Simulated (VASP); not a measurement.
# NbH2 (Fm-3m) in VASP: further runs

Runs on NbH2. Level: PBEsol. Tasks: single point.

All numbers are computed with VASP 6.6.1; they aren't measurements. Logs are shortened: lines on timing, memory, paths and dates and some standing lists are left out, and cuts for length are marked.

## 1. The cell of the first run

It takes space group Fm-3m (No. 225, cubic). The conventional cell has a = 4.540 Å, b = 4.540 Å, c = 4.540 Å, α = 90.00°, β = 90.00°, γ = 90.00°. Within 2.6 Å of Nb (site symmetry m-3m) lie 8 H at 1.97 Å. Within 2.6 Å of H (site symmetry -43m) lie 4 Nb at 1.97 Å and 6 H at 2.27 Å.

## 2. Single point, PBEsol

The input, INCAR:

```
SYSTEM = NbH2
PREC = Accurate
ENCUT = 520
EDIFF = 1E-6
ISMEAR = -1
SIGMA = 0.05
LREAL = .FALSE.
LASPH = .TRUE.
NELM = 60
ALGO = Normal
ISIF = 2
LWAVE = .FALSE.
LCHARG = .FALSE.
GGA = PS
NBANDS = 14
```

The input, KPOINTS:

```
Automatic mesh
0
G
  16 16 16
  0 0 0
```

The input, POSCAR:

```
NbH2
1.0
    0.0000000000      2.2700631621      2.2700631621
    2.2700631621      0.0000000000      2.2700631621
    2.2700631621      2.2700631621      0.0000000000
Nb H
1 2
Direct
    0.0000000000      0.0000000000      0.0000000000
    0.2500000000      0.2500000000      0.2500000000
    0.7500000000      0.7500000000      0.7500000000
```

Potentials or basis: VASP PAW PBE potentials, release 64 (Nb_sv, H).

On the command line:

```bash
cat potpaw_PBE.64/Nb_sv/POTCAR potpaw_PBE.64/H/POTCAR > POTCAR
mpirun -np 1 vasp_std > vasp.out
```

OUTCAR:

```text
SYSTEM = NbH2
   PREC = Accurate
   ENCUT = 520
   EDIFF = 1E-6
   ISMEAR = -1
   LREAL = .FALSE.
   LASPH = .TRUE.
   NELM = 60
   ISIF = 2
   GGA = PS

 ion  position               nearest neighbor table
   1  0.000  0.000  0.000-   2 1.97   3 1.97   3 1.97   3 1.97   3 1.97   2 1.97   2 1.97   2 1.97

   2  0.250  0.250  0.250-   1 1.97   1 1.97   1 1.97   1 1.97
   3  0.750  0.750  0.750-   1 1.97   1 1.97   1 1.97   1 1.97

  LATTYP: Found a face centered cubic cell.
 ALAT       =     4.5401263242

  Lattice vectors:

 A1 = (   0.0000000000,   2.2700631621,   2.2700631621)
 A2 = (   2.2700631621,   0.0000000000,   2.2700631621)
 A3 = (   2.2700631621,   2.2700631621,   0.0000000000)

Analysis of symmetry for initial positions (statically):
=====================================================================
 Subroutine PRICEL returns:
 Original cell was already a primitive cell.

 Routine SETGRP: Setting up the symmetry group for a
 face centered cubic supercell.

 Subroutine GETGRP returns: Found 48 space group operations
 (whereof 48 operations were pure point group operations)
 out of a pool of 48 trial point group operations.

The static configuration has the point symmetry O_h .

Analysis of symmetry for dynamics (positions and initial velocities):
=====================================================================
 Subroutine PRICEL returns:
 Original cell was already a primitive cell.

 Routine SETGRP: Setting up the symmetry group for a
 face centered cubic supercell.

 Subroutine GETGRP returns: Found 48 space group operations
 (whereof 48 operations were pure point group operations)
 out of a pool of 48 trial point group operations.

The dynamic configuration has the point symmetry O_h .

 Subroutine INISYM returns: Found 48 space group operations
 (whereof 48 operations are pure point group operations),
 and found     1 'primitive' translations

----------------------------------------------------------------------------------------

                                     Primitive cell

  volume of cell :      23.3961

  direct lattice vectors                    reciprocal lattice vectors
     0.000000000  2.270063162  2.270063162    -0.220258189  0.220258189  0.220258189
     2.270063162  0.000000000  2.270063162     0.220258189 -0.220258189  0.220258189
     2.270063162  2.270063162  0.000000000     0.220258189  0.220258189 -0.220258189

  length of vectors
     3.210354111  3.210354111  3.210354111     0.381498373  0.381498373  0.381498373

  position of ions in fractional coordinates (direct lattice)
     0.000000000  0.000000000  0.000000000
     0.250000000  0.250000000  0.250000000
     0.750000000  0.750000000  0.750000000

  ion indices of the primitive-cell ions
   primitive index   ion index
                 1           1
                 2           2
                 3           3

----------------------------------------------------------------------------------------

 KPOINTS: Automatic mesh

Automatic generation of k-mesh.
 Grid dimensions read from file:
 generate k-points for:   16   16   16

 Generating k-lattice:

  Cartesian coordinates                     Fractional coordinates (reciprocal lattice)
    -0.013766137  0.013766137  0.013766137     0.062500000  0.000000000  0.000000000
     0.013766137 -0.013766137  0.013766137     0.000000000  0.062500000  0.000000000
     0.013766137  0.013766137 -0.013766137     0.000000000  0.000000000  0.062500000

  Length of vectors
     0.023843648  0.023843648  0.023843648

  Shift w.r.t. Gamma in fractional coordinates (k-lattice)
     0.000000000  0.000000000  0.000000000

 Subroutine IBZKPT returns following result:
 ===========================================

 Found    145 irreducible k-points:

 Following reciprocal coordinates:
            Coordinates               Weight
  0.000000  0.000000  0.000000      1.000000
  0.062500  0.000000  0.000000      8.000000
  0.125000  0.000000  0.000000      8.000000
  0.187500  0.000000  0.000000      8.000000
  0.250000  0.000000  0.000000      8.000000
  0.312500  0.000000  0.000000      8.000000
[... 16 lines left out ...]
 -0.125000  0.062500  0.000000     24.000000
 -0.062500  0.062500  0.000000     12.000000
 [... further k-points ...]
   k-points           NKPTS =    145   k-points in BZ     NKDIM =    145   number of bands    NBANDS=     14
   number of dos      NEDOS =    301   number of ions     NIONS =      3
   total plane-waves  NPLWV =  13824
   dimension x,y,z NGX =    24 NGY =   24 NGZ =   24
   dimension x,y,z NGXF=    48 NGYF=   48 NGZF=   48
   ions per type =               1   2
   NGX,Y,Z   is equivalent  to a cutoff of  12.43, 12.43, 12.43 a.u.
   NGXF,Y,Z  is equivalent  to a cutoff of  24.86, 24.86, 24.86 a.u.
 SYSTEM =  NbH2
   PREC   = accura    normal or accurate (medium, high low for compatibility)
   ISTART =      0    job   : 0-new  1-cont  2-samecut
   ICHARG =      2    charge: 1-file 2-atom 10-const
   ISPIN  =      1    spin polarized calculation?
   LNONCOLLINEAR =      F non collinear calculations
   LSORBIT =      F    spin-orbit coupling
   LASPH  =      T    aspherical Exc in radial PAW
   ENCUT  =  520.0 eV  38.22 Ry    6.18 a.u.   5.97  5.97  5.97*2*pi/ulx,y,z
   NELM   =     60;   NELMIN=  2; NELMDL= -5     # of ELM steps
   EDIFF  = 0.1E-05   stopping-criterion for ELM
   LREAL  =      F    real-space projection
   EDIFFG = 0.1E-04   stopping-criterion for IOM
   NSW    =      0    number of steps for IOM
   IBRION =     -1    ionic relax: 0-MD 1-quasi-New 2-CG
   NFREE  =      0    steps in history (QN), initial steepest desc. (CG)
   ISIF   =      2    stress and relaxation
   ISYM   =      2    0-nonsym 1-usesym 2-fastsym
   POTIM  = 0.5000    time-step for ionic-motion
   TEBEG  =    0.0;   TEEND  =   0.0 temperature during run
   PSTRESS=    0.0 pullay stress
   NELECT =      15.0000    total number of electrons
   NUPDOWN=      -1.0000    fix difference up-down
   EMIN   =  10.00;   EMAX   =-10.00  energy-range for DOS
   EFERMI =   0.00;   METHOD = LEGACY
   ISMEAR =    -1;   SIGMA  =   0.05  broadening in eV -4-tet -1-fermi 0-gaus
   EFERMI_NEDOS =   21; number of points for ismear=-14 and -15
   IALGO  =     38    algorithm
   IMIX   =      4    mixing-type and parameters
     AMIX     =   0.40;   BMIX     =  1.00
     AMIX_MAG =   1.60;   BMIX_MAG =  1.00
  volume/ion in A,a.u.               =       7.80        52.63
  Fermi-wavevector in a.u.,A,eV,Ry     =   1.411640  2.667613 27.112706  1.992728
  Thomas-Fermi vector in A             =   2.533471
   LORBIT       =      0    0 simple, 1 ext, 2 COOP (PROOUT), +10 PAW based schemes
   GGA     = PS    functional components
   LHFCALC =     F    Hartree Fock is set to
   AEXX    =    0.0000 exact exchange contribution
   IVDW    =     0    specifies the selected vdW correction
   LEPSILON=     F    determine dielectric tensor
   LRPA    =     F    only Hartree local field effects (RPA)
 non-spin polarized calculation
  energy-cutoff  :      520.00
  volume of cell :       23.40
 maximum number of plane-waves:       648
   NGX = 11   NGY = 11   NGZ = 11

 number of electron      14.9999999 magnetization

 Free energy of the ion-electron system (eV)
  ---------------------------------------------------
  ext. energy  EPLUGINS =         0.00000000
  ---------------------------------------------------
  free energy    TOTEN  =       -18.50232360 eV

  energy without entropy =      -18.49467767  energy(sigma->0) =      -18.49850064

 E-fermi :  10.0427     XC(G=0): -12.2372

 val. band max:       10.0318159322   @ k =  -0.2500   0.2500   0.0625
 cond. band min:      10.0541566885   @ k =   0.5000   0.2500   0.0625
 fundamental gap:      0.0223407563
 Fermi energy:        10.0427473437

 k-point     1 :       0.0000    0.0000    0.0000
  band No.  band energies     occupation
      1     -45.2638      2.00000
      2     -21.0476      2.00000
      3     -21.0476      2.00000
      4     -21.0476      2.00000
      5      -0.7322      2.00000
      6       8.6437      2.00000
      7       8.6437      2.00000
      8       8.6437      2.00000
      9       8.9446      2.00000
     10      11.3256      0.00000
     11      11.3256      0.00000
     12      22.4192      0.00000
     13      23.4122      0.00000
     14      23.4122      0.00000

 k-point     2 :       0.0625    0.0000    0.0000
  band No.  band energies     occupation
      1     -45.2604      2.00000
      2     -21.0768      2.00000
      3     -21.0511      2.00000
      4     -21.0511      2.00000
      5      -0.6229      2.00000
      6       7.5388      2.00000
      7       8.6999      2.00000
      8       8.6999      2.00000
      9      10.1838      0.11247
     10      11.2770      0.00000
     11      11.2770      0.00000
     12      21.3489      0.00000
     13      23.6296      0.00000
     14      23.6296      0.00000

 k-point     3 :       0.1250    0.0000    0.0000
  band No.  band energies     occupation
      1     -45.2505      2.00000
      2     -21.1592      2.00000
      3     -21.0611      2.00000
      4     -21.0611      2.00000
      5      -0.3085      2.00000
      6       6.4675      2.00000
      7       8.8469      2.00000
      8       8.8469      2.00000
      9      11.1711      0.00000
     10      11.1711      0.00000
     11      11.6414      0.00000
     12      20.1007      0.00000
     13      24.2534      0.00000
     14      24.2534      0.00000
[... 324 lines left out ...]
 k-point    23 :      -0.1250    0.0625    0.0000
  band No.  band energies     occupation
      1     -45.2433      2.00000
      2     -21.2085      2.00000
      3     -21.0864      2.00000
      4     -21.0608      2.00000
      5      -0.0730      2.00000
      6       5.9645      2.00000
      7       8.9540      2.00000
      8       8.9603      2.00000
      9      10.8821      0.00000
     10      11.3325      0.00000
     11      12.4170      0.00000
     12      19.6809      0.00000
     13      23.9938      0.00000
     14      25.0085      0.00000

 k-point    24 :      -0.0625    0.0625    0.0000
  band No.  band energies     occupation
      1     -45.2548      2.00000
      2     -21.1182      2.00000
      3     -21.0666      2.00000
      4     -21.0525      2.00000
      5      -0.4442      2.00000
      6       6.8272      2.00000
      7       8.7833      2.00000
      8       8.8066      2.00000
      9      11.0896      0.00000
     10      11.1026      0.00000
     11      11.3207      0.00000
     12      20.6101      0.00000
     13      23.6223      0.00000
     14      24.1450      0.00000

 [... further k-points ...]
[... 5 lines left out ...]
  --------------------------------------------------------------------------------------
  -------------------------------------------------------------------------------------
  Total       -0.4594922     -0.4594922     -0.4594922      0.0000000      0.0000000      0.0000000
  in kB      -31.4662417    -31.4662417    -31.4662417      0.0000000      0.0000000      0.0000000
  external PRESSURE =     -31.4662417 kB  Pullay stress =       0.0000000 kB

 VOLUME and BASIS-vectors are now :
 -----------------------------------------------------------------------------
  energy-cutoff  :      520.00
  volume of cell :       23.40
      direct lattice vectors                 reciprocal lattice vectors
     0.000000000  2.270063162  2.270063162    -0.220258189  0.220258189  0.220258189
     2.270063162  0.000000000  2.270063162     0.220258189 -0.220258189  0.220258189
     2.270063162  2.270063162  0.000000000     0.220258189  0.220258189 -0.220258189

 POSITION                                       TOTAL-FORCE (eV/Angst)
 -----------------------------------------------------------------------------------
      0.00000      0.00000      0.00000         0.000000      0.000000      0.000000
      1.13503      1.13503      1.13503         0.000000      0.000000      0.000000
      3.40509      3.40509      3.40509        -0.000000     -0.000000     -0.000000
 -----------------------------------------------------------------------------------
    total drift:                               -0.000000      0.000000     -0.000000

  FREE ENERGIE OF THE ION-ELECTRON SYSTEM (eV)
  ---------------------------------------------------
  free  energy   TOTEN  =       -18.5023236012 eV

  energy  without entropy=      -18.4946776723  energy(sigma->0) =      -18.49850064
```

Run time: 24 s. Hardware: 1 thread of Intel Xeon Platinum 8488C (Sapphire Rapids), shared host; peak memory 0.17 GiB.

Results:

```
Free energy : -18.5023 eV
Pressure    : -3.1 GPa
```

Caveat: the PAW data sets were made with another functional, which shifts forces and pressure a little.

## 3. Single point, PBEsol

This run uses another cell than the first one, of 7.57 Å³/atom, 0.970 times its volume.

The input, INCAR:

```
SYSTEM = NbH2
  ALGO = Normal
  EDIFF = 1E-6
  ENCUT = 520
  GGA = PS
  ISIF = 2
  ISMEAR = -1
  LASPH = .True.
  LCHARG = .False.
  LREAL = .False.
  LWAVE = .False.
  NBANDS = 14
  NELM = 60
  PREC = Accurate
  SIGMA = 0.05
```

The input, KPOINTS:

```
k-points
0
Gamma
  17 17 17
  0 0 0
```

The input, POSCAR:

```
NbH2
1.0
    0.0000000000      2.2474739704      2.2474739704
    2.2474739704      0.0000000000      2.2474739704
    2.2474739704      2.2474739704      0.0000000000
Nb H
1 2
Direct
    0.0000000000      0.0000000000      0.0000000000
    0.2500000000      0.2500000000      0.2500000000
    0.7500000000      0.7500000000      0.7500000000
```

Potentials or basis: VASP PAW PBE potentials, release 64 (Nb_sv, H).

On the command line:

```bash
cat potpaw_PBE.64/Nb_sv/POTCAR potpaw_PBE.64/H/POTCAR > POTCAR
mpirun -np 1 vasp_std > vasp.out
```

Run time: 26 s. Hardware: 1 thread of Intel Xeon Platinum 8488C (Sapphire Rapids), shared host; peak memory 0.17 GiB.

Results (log left out):

| Item | Value |
| --- | --- |
| Free energy | -18.5023 eV |
| Pressure | 2.5 GPa |

Levels at points of the mesh, in eV from the Fermi level:
| k point | band 5 | band 6 | band 7 | band 8 | band 9 | band 10 | band 11 | band 12 |
| --- | --- | --- | --- | --- | --- | --- | --- | --- |
| (0.00, 0.00, 0.00) | -10.94 | -1.45 | -1.45 | -1.45 | -1.14 | 1.34 | 1.34 | 12.56 |

Caveat: the PAW data sets were made with another functional, which shifts forces and pressure a little.

## 4. Single point, PBEsol

This run uses another cell than the first one, of 7.68 Å³/atom, 0.985 times its volume.

The input, INCAR:

```
SYSTEM = NbH2
  ALGO = Normal
  EDIFF = 1E-6
  ENCUT = 520
  GGA = PS
  ISIF = 2
  ISMEAR = -1
  LASPH = .TRUE.
  LCHARG = .FALSE.
  LREAL = .FALSE.
  LWAVE = .FALSE.
  NBANDS = 14
  NELM = 60
  PREC = Accurate
  SIGMA = 0.05
```

The input, KPOINTS:

```
k-points
0
G
  17 17 17
  0 0 0
```

The input, POSCAR:

```
NbH2
1.0
    0.0000000000      2.2588250415      2.2588250415
    2.2588250415      0.0000000000      2.2588250415
    2.2588250415      2.2588250415      0.0000000000
Nb H
1 2
Direct
    0.0000000000      0.0000000000      0.0000000000
    0.2500000000      0.2500000000      0.2500000000
    0.7500000000      0.7500000000      0.7500000000
```

On the command line:

```bash
cat potpaw_PBE.64/Nb_sv/POTCAR potpaw_PBE.64/H/POTCAR > POTCAR
mpirun -np 1 vasp_std > vasp.out
```

It took 27 s on 1 thread of Intel Xeon Platinum 8488C (Sapphire Rapids), shared host; peak memory 0.18 GiB.

The run converged. Its results:

| Quantity | Value |
| --- | --- |
| Free energy | -18.5052 eV |
| Pressure | -0.4 GPa |

Levels at points of the mesh, in eV from the Fermi level:
| k point | band 5 | band 6 | band 7 | band 8 | band 9 | band 10 | band 11 | band 12 |
| --- | --- | --- | --- | --- | --- | --- | --- | --- |
| (0.00, 0.00, 0.00) | -10.85 | -1.42 | -1.42 | -1.42 | -1.12 | 1.32 | 1.32 | 12.47 |

Caveat: the PAW data sets were made with another functional, which shifts forces and pressure a little.

## 5. Summary

| cell | k mesh | gap on the mesh (eV) | pressure (GPa) |
| --- | --- | --- | --- |
| a = 3.210 Å, angles 60.0°, 3 atoms | 16 × 16 × 16 | none | -3.1 |
| a = 3.178 Å, angles 60.0°, 3 atoms | 17 × 17 × 17 | none | 2.5 |
| a = 3.194 Å, angles 60.0°, 3 atoms | 17 × 17 × 17 | none | -0.4 |

Alike in all rows: task single point; level PBEsol; potentials or basis VASP PAW PBE potentials, release 64 (Nb_sv, H); no spin polarisation; cutoff (eV) 520; smearing fermi-dirac 0.05 eV.

Caveats: the PAW data sets were made with another functional, which shifts forces and pressure a little.

Total energies depend on the potentials used, so only differences within one code and one set of settings carry meaning.
